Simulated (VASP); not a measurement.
The system is YTl.

```
CELL_PARAMETERS angstrom
3.75100 0.00000 0.00000
0.00000 3.75100 0.00000
0.00000 0.00000 3.75100
ATOMIC_POSITIONS crystal
Y 0.50000 0.50000 0.50000
Tl 0.00000 0.00000 0.00000
```

| Item | Value |
| --- | --- |
| Program | VASP 6.6.1 |
| Task | relaxation of cell and atoms |
| Functional | LDA |
| Potentials or basis | VASP PAW LDA potentials, release 64 (Y_sv, Tl_d) |
| Cutoff | 600 eV |
| k mesh | 9 × 9 × 9 |
| Occupations | fermi-dirac, width 0.1 eV |
| Spin | no spin polarisation |

At the start: pressure -2.7 GPa; volume 26.39 Å³/atom.

Problem. Where does the relaxation end?

Solution. Over 3 steps the energy falls by 10.0 meV/atom and the volume is 25.26 Å³/atom (-4.3 %); space group Pm-3m (No. 221, to 0.1 Å) before and after.

Step by step:
| step | energy change (eV) | largest force (eV/Å) | pressure (GPa) | volume (Å³) |
| --- | --- | --- | --- | --- |
| 1 | 0.0000 | 0.0000 | -2.72 | 52.78 |
| 2 | -0.0147 | 0.0000 | 1.58 | 49.42 |
| 3 | -0.0200 | 0.0000 | -0.01 | 50.52 |

Final structure:
```xyz
2
Lattice="3.6968 0.0000 0.0000 0.0000 3.6968 0.0000 0.0000 0.0000 3.6968" Properties=species:S:1:pos:R:3 pbc="T T T"
Y     1.8484    1.8484    1.8484
Tl    0.0000    0.0000    0.0000
```
